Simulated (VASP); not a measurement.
# MgS: single point with PBEsol+D3(BJ)

MgS:

```
CELL_PARAMETERS angstrom
0.00000 2.84861 2.84861
2.84861 0.00000 2.84861
2.84861 2.84861 0.00000
ATOMIC_POSITIONS crystal
Mg 0.00000 0.00000 0.00000
S 0.75000 0.75000 0.75000
```

* Program: VASP 6.6.1
* Task: single point
* Functional: PBEsol
* Dispersion: D3(BJ)
* Potentials or basis: VASP PAW PBE potentials, release 64 (Mg, S)
* Cutoff: 520 eV
* k mesh: 8 × 8 × 8
* Occupations: gaussian, width 0.02 eV
* Spin: no spin polarisation
* Dipole correction: no
* Further INCAR settings: ALGO = Normal; EDIFF = 1e-07; NBANDS = 11

The pressure is -3.0 GPa, the band gap on the k mesh is 3.21 eV, direct and the dispersion energy per atom is -0.231 eV.

Levels at points of the mesh, in eV from the valence-band top:
```csv
k point,band 2,band 3,band 4,band 5,band 6,band 7
"(0.00, 0.00, 0.00)",0.00,0.00,0.00,3.21,7.82,7.82
"(0.50, 0.00, 0.00)",-3.12,-0.32,-0.32,4.93,7.51,7.51
"(0.50, 0.50, 0.00)",-2.80,-1.03,-1.03,3.73,5.52,10.85
```

Wall time 9.4 s on 1 thread of Intel(R) Xeon(R) 6975P-C (Granite Rapids), on a shared host, peak memory 0.17 GiB.

Caveat: the PAW data sets were made with another functional, which shifts forces and pressure a little. PBEsol gaps usually lie below the measured ones, often by a third to a half.
